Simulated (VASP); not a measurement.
# Sn (Immm) in VASP: notebook

Sn is run at these levels: PBEsol; tasks: single point.

Everything below comes from runs of VASP 6.6.1. Logs are shortened: lines on timing, memory, paths and dates and some standing lists are left out, and cuts for length are marked.

### Step 1. The cell of the first run

It takes space group Immm (No. 71, orthorhombic). The conventional cell has a = 3.383 Å, b = 3.479 Å, c = 4.581 Å, α = 90.00°, β = 90.00°, γ = 90.00°. Sn (site symmetry mmm) has 12 Sn at 3.34 to 3.48 Å within 4.4 Å.

### Step 2. Single point, PBEsol

Input file INCAR:

```
SYSTEM = Sn
ALGO = Normal
EDIFF = 1E-6
ENCUT = 520
GGA = PS
ISIF = 2
ISMEAR = 1
LASPH = .TRUE.
LCHARG = .FALSE.
LREAL = .FALSE.
LWAVE = .FALSE.
NBANDS = 13
NELM = 80
PREC = Accurate
SIGMA = 0.1
```

Input file KPOINTS:

```
k-points
0
G
  12 12 12
  0 0 0
```

Input file POSCAR:

```
Sn
1.0
   -1.6912946001      1.7393041153      2.2906053815
    1.6912946001     -1.7393041153      2.2906053815
    1.6912946001      1.7393041153     -2.2906053815
Sn
1
Direct
    0.0000000000      0.0000000000      0.0000000000
```

Potentials or basis: VASP PAW PBE potentials, release 64 (Sn_d).

Launch:

```console
$ cat potpaw_PBE.64/Sn_d/POTCAR > POTCAR
$ mpirun -np 1 vasp_std > vasp.out
```

OUTCAR:

```text
SYSTEM = Sn
   EDIFF = 1E-6
   ENCUT = 520
   GGA = PS
   ISIF = 2
   ISMEAR = 1
   LASPH = .TRUE.
   LREAL = .FALSE.
   NELM = 80
   PREC = Accurate

 ion  position               nearest neighbor table
   1  0.000  0.000  0.000-

  LATTYP: Found a body centered orthorhombic cell.
 ALAT       =     3.3825892002
 B/A-ratio  =     1.0283862523
 C/A-ratio  =     1.3543503192

  Lattice vectors:

 A1 = (  -1.6912946001,   1.7393041153,   2.2906053815)
 A2 = (   1.6912946001,  -1.7393041153,   2.2906053815)
 A3 = (   1.6912946001,   1.7393041153,  -2.2906053815)

Analysis of symmetry for initial positions (statically):
=====================================================================
 Subroutine PRICEL returns:
 Original cell was already a primitive cell.

 Routine SETGRP: Setting up the symmetry group for a
 body centered orthorhombic supercell.

 Subroutine GETGRP returns: Found  8 space group operations
 (whereof  8 operations were pure point group operations)
 out of a pool of  8 trial point group operations.

The static configuration has the point symmetry D_2h.

Analysis of symmetry for dynamics (positions and initial velocities):
=====================================================================
 Subroutine PRICEL returns:
 Original cell was already a primitive cell.

 Routine SETGRP: Setting up the symmetry group for a
 body centered orthorhombic supercell.

 Subroutine GETGRP returns: Found  8 space group operations
 (whereof  8 operations were pure point group operations)
 out of a pool of  8 trial point group operations.

The dynamic configuration has the point symmetry D_2h.

 Subroutine INISYM returns: Found  8 space group operations
 (whereof  8 operations are pure point group operations),
 and found     1 'primitive' translations

----------------------------------------------------------------------------------------

                                     Primitive cell

  volume of cell :      26.9529

  direct lattice vectors                    reciprocal lattice vectors
    -1.691294600  1.739304115  2.290605381     0.000000000  0.287471291  0.218282906
     1.691294600 -1.739304115  2.290605381     0.295631524  0.000000000  0.218282906
     1.691294600  1.739304115 -2.290605381     0.295631524  0.287471291  0.000000000

  length of vectors
     3.336544506  3.336544506  3.336544506     0.360953142  0.367485272  0.412356328
[... 80 lines left out ...]
   LREAL  =      F    real-space projection
   EDIFFG = 0.1E-04   stopping-criterion for IOM
   NSW    =      0    number of steps for IOM
   IBRION =     -1    ionic relax: 0-MD 1-quasi-New 2-CG
   NFREE  =      0    steps in history (QN), initial steepest desc. (CG)
   ISIF   =      2    stress and relaxation
   ISYM   =      2    0-nonsym 1-usesym 2-fastsym
   POTIM  = 0.5000    time-step for ionic-motion
   TEBEG  =    0.0;   TEEND  =   0.0 temperature during run
   PSTRESS=    0.0 pullay stress
   NELECT =      14.0000    total number of electrons
   NUPDOWN=      -1.0000    fix difference up-down
   EMIN   =  10.00;   EMAX   =-10.00  energy-range for DOS
   EFERMI =   0.00;   METHOD = LEGACY
   ISMEAR =     1;   SIGMA  =   0.10  broadening in eV -4-tet -1-fermi 0-gaus
   EFERMI_NEDOS =   21; number of points for ismear=-14 and -15
   IALGO  =     38    algorithm
   IMIX   =      4    mixing-type and parameters
     AMIX     =   0.40;   BMIX     =  1.00
     AMIX_MAG =   1.60;   BMIX_MAG =  1.00
  volume/ion in A,a.u.               =      26.95       181.89
  Fermi-wavevector in a.u.,A,eV,Ry     =   1.315980  2.486841 23.562601  1.731802
  Thomas-Fermi vector in A             =   2.446124
   LORBIT       =      0    0 simple, 1 ext, 2 COOP (PROOUT), +10 PAW based schemes
   GGA     = PS    functional components
   LHFCALC =     F    Hartree Fock is set to
   AEXX    =    0.0000 exact exchange contribution
   IVDW    =     0    specifies the selected vdW correction
   LEPSILON=     F    determine dielectric tensor
   LRPA    =     F    only Hartree local field effects (RPA)
 non-spin polarized calculation
 Methfessel and Paxton  Order N= 1 SIGMA  =   0.10
  energy-cutoff  :      520.00
  volume of cell :       26.95
 maximum number of plane-waves:       744
 NGX is ok and might be reduce to    28
   NGX = 13   NGY = 13   NGZ = 13

 number of electron      14.0000002 magnetization

 Free energy of the ion-electron system (eV)
  ---------------------------------------------------
  ext. energy  EPLUGINS =         0.00000000
  ---------------------------------------------------
  free energy    TOTEN  =        -4.22498009 eV

  energy without entropy =       -4.22504253  energy(sigma->0) =       -4.22500090

 E-fermi :   8.0824     XC(G=0): -10.5420

 val. band max:        8.0780880856   @ k =  -0.2500  -0.3333   0.1667
 cond. band min:       8.0997939483   @ k =   0.2500   0.0833   0.0000
 fundamental gap:      0.0217058627
 Fermi energy:         8.0823569624

 k-point     1 :       0.0000    0.0000    0.0000
  band No.  band energies     occupation
      1     -13.3984      2.00000
      2     -13.3829      2.00000
      3     -13.3536      2.00000
      4     -13.3162      2.00000
      5     -13.2786      2.00000
      6      -3.1335      2.00000
      7      15.5851      0.00000
      8      15.7242      0.00000
      9      16.1831      0.00000
     10      18.7914      0.00000
     11      19.5891      0.00000
     12      20.1075      0.00000
     13      20.2861      0.00000
[... 354 lines left out ...]
  band No.  band energies     occupation
      1     -13.3784      2.00000
      2     -13.3561      2.00000
      3     -13.3298      2.00000
      4     -13.2599      2.00000
      5     -13.2351      2.00000
      6       0.4655      2.00000
      7       5.4825      2.00000
      8      10.1056      0.00000
      9      13.8577      0.00000
     10      17.0233      0.00000
     11      20.2153      0.00000
     12      21.0989      0.00000
     13      23.1597      0.00000

 [... further k-points ...]
[... 5 lines left out ...]
  --------------------------------------------------------------------------------------
  -------------------------------------------------------------------------------------
  Total       -0.1198712     -0.2408342     -0.2165262     -0.0000000      0.0000000      0.0000000
  in kB       -7.1255849    -14.3160640    -12.8711103     -0.0000000      0.0000000      0.0000000
  external PRESSURE =     -11.4375864 kB  Pullay stress =       0.0000000 kB

 VOLUME and BASIS-vectors are now :
 -----------------------------------------------------------------------------
  energy-cutoff  :      520.00
  volume of cell :       26.95
      direct lattice vectors                 reciprocal lattice vectors
    -1.691294600  1.739304115  2.290605381     0.000000000  0.287471291  0.218282906
     1.691294600 -1.739304115  2.290605381     0.295631524  0.000000000  0.218282906
     1.691294600  1.739304115 -2.290605381     0.295631524  0.287471291  0.000000000

 POSITION                                       TOTAL-FORCE (eV/Angst)
 -----------------------------------------------------------------------------------
      0.00000      0.00000      0.00000         0.000000     -0.000000      0.000000
 -----------------------------------------------------------------------------------
    total drift:                                0.000000     -0.000000     -0.000000

  FREE ENERGIE OF THE ION-ELECTRON SYSTEM (eV)
  ---------------------------------------------------
  free  energy   TOTEN  =        -4.2249800909 eV

  energy  without entropy=       -4.2250425319  energy(sigma->0) =       -4.22500090
```

stdout:

```text
POSCAR found type information on POSCAR Sn
 POSCAR found :  1 types and       1 ions
 scaLAPACK will be used
 -----------------------------------------------------------------------------
|                                                                             |
|                                                                             |
|     You enforced a specific xc type in the INCAR file but a different       |
|     I HOPE YOU KNOW WHAT YOU ARE DOING!                                     |
|                                                                             |
 -----------------------------------------------------------------------------

 LDA part: xc-table for (Slater+PW92), standard interpolation
 POSCAR, INCAR and KPOINTS ok, starting setup
 FFT: planning ... GRIDC
 FFT: planning ... GRID_SOFT
 FFT: planning ... GRID
 WAVECAR not read
 entering main loop
```

Run time: 70 s. Hardware: 1 thread of Intel Xeon Platinum 8488C (Sapphire Rapids), shared host; peak memory 0.22 GiB.

Results:

```
Free energy            : -4.2250 eV
Pressure               : -1.1 GPa
Band gap on the k mesh : zero (band 7 reaches 15.59 eV, above the bottom of band 8 at 6.01 eV)
```

Levels at points of the mesh, in eV from the Fermi level:
| k point | band 3 | band 4 | band 5 | band 6 | band 7 | band 8 | band 9 | band 10 | band 11 | band 12 |
| --- | --- | --- | --- | --- | --- | --- | --- | --- | --- | --- |
| (0.00, 0.00, 0.00) | -21.44 | -21.40 | -21.36 | -11.22 | 7.50 | 7.64 | 8.10 | 10.71 | 11.51 | 12.03 |
| (0.50, 0.00, 0.00) | -21.44 | -21.31 | -21.29 | -6.95 | -4.72 | 5.58 | 6.37 | 10.17 | 10.17 | 10.51 |
| (0.00, 0.50, 0.00) | -21.43 | -21.30 | -21.29 | -6.68 | -4.65 | 5.12 | 6.04 | 9.66 | 9.93 | 10.14 |
| (0.50, 0.50, 0.00) | -21.31 | -21.29 | -21.27 | -5.18 | -3.84 | 2.14 | 2.53 | 5.72 | 6.03 | 19.64 |
| (0.50, 0.50, 0.50) | -21.31 | -21.28 | -21.27 | -4.34 | -3.31 | 1.24 | 1.91 | 4.73 | 5.56 | 19.58 |

Caveat: the PAW data sets were made with another functional, which shifts forces and pressure a little; spin-orbit coupling is left out, which moves the levels of the heavy elements.

### Step 3. Single point, PBEsol

This run uses another cell than the first one, of 27.81 Å³/atom, 1.032 times its volume.

Input file INCAR:

```
  PREC = Accurate
  ENCUT = 520
  EDIFF = 1E-6
  ISMEAR = 1
  SIGMA = 0.1
  LREAL = False
  LASPH = True
  NELM = 100
  ALGO = Normal
  ISIF = 2
  LWAVE = False
  LCHARG = False
  GGA = PS
  NBANDS = 13
```

Input file KPOINTS:

```
Automatic mesh
0
Gamma
  12 12 12
```

Input file POSCAR:

```
Sn
1.0
   -1.7090990096      1.7576139252      2.3147187891
    1.7090990096     -1.7576139252      2.3147187891
    1.7090990096      1.7576139252     -2.3147187891
Sn
1
Direct
    0.0000000000      0.0000000000      0.0000000000
```

Potentials or basis: VASP PAW PBE potentials, release 64 (Sn_d).

Launch:

```console
$ cat potpaw_PBE.64/Sn_d/POTCAR > POTCAR
$ mpirun -np 1 vasp_std > vasp.out
```

OUTCAR:

```text
PREC = Accurate
   ENCUT = 520
   EDIFF = 1E-6
   ISMEAR = 1
   LREAL = False
   LASPH = True
   NELM = 100
   ISIF = 2
   GGA = PS

 ion  position               nearest neighbor table
   1  0.000  0.000  0.000-

  LATTYP: Found a body centered orthorhombic cell.
 ALAT       =     3.4181980192
 B/A-ratio  =     1.0283862522
 C/A-ratio  =     1.3543503191

  Lattice vectors:

 A1 = (  -1.7090990096,   1.7576139252,   2.3147187891)
 A2 = (   1.7090990096,  -1.7576139252,   2.3147187891)
 A3 = (   1.7090990096,   1.7576139252,  -2.3147187891)

[... 555 lines left out ...]
      6       0.1991      2.00000
      7       5.1714      2.00000
      8       9.6701     -0.00000
      9      13.3126      0.00000
     10      16.5325      0.00000
     11      19.6204      0.00000
     12      20.4799      0.00000
     13      22.5257      0.00000

 [... further k-points ...]
[... 5 lines left out ...]
  --------------------------------------------------------------------------------------
  -------------------------------------------------------------------------------------
  Total       -0.3620113     -0.4995423     -0.4940672      0.0000000      0.0000000      0.0000000
  in kB      -20.8537317    -28.7762286    -28.4608385      0.0000000      0.0000000      0.0000000
  external PRESSURE =     -26.0302663 kB  Pullay stress =       0.0000000 kB

 VOLUME and BASIS-vectors are now :
 -----------------------------------------------------------------------------
  energy-cutoff  :      520.00
  volume of cell :       27.81
      direct lattice vectors                 reciprocal lattice vectors
    -1.709099010  1.757613925  2.314718789     0.000000000  0.284476581  0.216008961
     1.709099010 -1.757613925  2.314718789     0.292551805  0.000000000  0.216008961
     1.709099010  1.757613925 -2.314718789     0.292551805  0.284476581  0.000000000

 POSITION                                       TOTAL-FORCE (eV/Angst)
 -----------------------------------------------------------------------------------
      0.00000      0.00000      0.00000         0.000000     -0.000000     -0.000000
 -----------------------------------------------------------------------------------
    total drift:                               -0.000000     -0.000000     -0.000000

  FREE ENERGIE OF THE ION-ELECTRON SYSTEM (eV)
  ---------------------------------------------------
  free  energy   TOTEN  =        -4.2150776716 eV

  energy  without entropy=       -4.2151369744  energy(sigma->0) =       -4.21509744
```

Wall time 64 s (1 thread of Intel Xeon Platinum 8488C (Sapphire Rapids), shared host); peak memory 0.22 GiB.

What came out:

- Free energy: -4.2151 eV
- Pressure: -2.6 GPa
- Band gap on the k mesh: zero (band 7 reaches 14.96 eV, above the bottom of band 8 at 5.71 eV)

Levels at points of the mesh, in eV from the Fermi level:
| k point | band 3 | band 4 | band 5 | band 6 | band 7 | band 8 | band 9 | band 10 | band 11 | band 12 |
| --- | --- | --- | --- | --- | --- | --- | --- | --- | --- | --- |
| (0.00, 0.00, 0.00) | -21.43 | -21.39 | -21.36 | -10.99 | 7.25 | 7.39 | 7.82 | 10.67 | 11.31 | 11.83 |
| (0.50, 0.00, 0.00) | -21.43 | -21.32 | -21.29 | -6.90 | -4.56 | 5.40 | 6.17 | 9.92 | 10.13 | 10.36 |
| (0.00, 0.50, 0.00) | -21.42 | -21.30 | -21.30 | -6.64 | -4.49 | 4.96 | 5.85 | 9.42 | 9.79 | 10.09 |
| (0.50, 0.50, 0.00) | -21.31 | -21.30 | -21.27 | -5.20 | -3.70 | 2.10 | 2.48 | 5.61 | 5.97 | 19.38 |
| (0.50, 0.50, 0.50) | -21.31 | -21.28 | -21.28 | -4.41 | -3.19 | 1.22 | 1.88 | 4.66 | 5.51 | 19.38 |

Caveat: the PAW data sets were made with another functional, which shifts forces and pressure a little; spin-orbit coupling is left out, which moves the levels of the heavy elements.
